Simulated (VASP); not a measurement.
Crystal: Hf2TaN3.

```
Hf Ta N
1.0
     3.10538    0.00000    0.00000
     0.00000    3.10538    0.00000
     0.00000    0.00000    7.92437
Hf Ta N
2 1 3
Direct
  0.00000 0.00000 0.92464
  0.50000 0.50000 0.61431
  0.50000 0.50000 0.20762
  0.00000 0.00000 0.63259
  0.00000 0.00000 0.21583
  0.50000 0.50000 0.90501
```

The cell was built from a structure type or drawn by symmetry, and may not be a known phase.

```yaml
Program: VASP 6.6.1
Task: relaxation of cell and atoms
Functional: PBE
Potentials_or_basis: VASP PAW PBE potentials, release 64 (Hf_pv, Ta_pv, N)
Cutoff: 600 eV
k_mesh: 12 × 12 × 6
Occupations: gaussian, width 0.1 eV
Spin: no spin polarisation
```

At the start: pressure -1.2 GPa; volume 12.74 Å³/atom.

**Question.** How do energy, volume and symmetry change on relaxing?

**Answer.** Over 13 steps the energy falls by 3.6 meV/atom and the volume is 12.73 Å³/atom (-0.1 %); space group P4mm (No. 99, to 0.1 Å) before and after.

The path:
```
step  energy change (eV)  largest force (eV/Å)  pressure (GPa)  volume (Å³)
   1              0.0000                0.2108           -1.20        76.42
   2              0.0000                0.2387            3.04        75.37
   3             -0.0051                0.2032            0.91        75.89
   4             -0.0129                0.1567            0.46        76.11
   5             -0.0177                0.2278           -0.26        76.48
   6             -0.0213                0.0837           -0.24        76.39
   7             -0.0213                0.0758           -0.24        76.40
   8             -0.0213                0.0266            0.74        76.15
   9             -0.0216                0.0512            0.25        76.27
  10             -0.0218                0.0306           -0.10        76.39
  11             -0.0219                0.0162           -0.01        76.36
  12             -0.0219                0.0182            0.00        76.36
  13             -0.0219                0.0067           -0.04        76.37
```

Final structure:
```
Hf Ta N
1.0
     3.08986    0.00000    0.00000
     0.00000    3.08986    0.00000
     0.00000    0.00000    7.99871
Hf Ta N
2 1 3
Direct
  0.00000 0.00000 0.92413
  0.50000 0.50000 0.60880
  0.50000 0.50000 0.21489
  0.00000 0.00000 0.63814
  0.00000 0.00000 0.21323
  0.50000 0.50000 0.90080
```
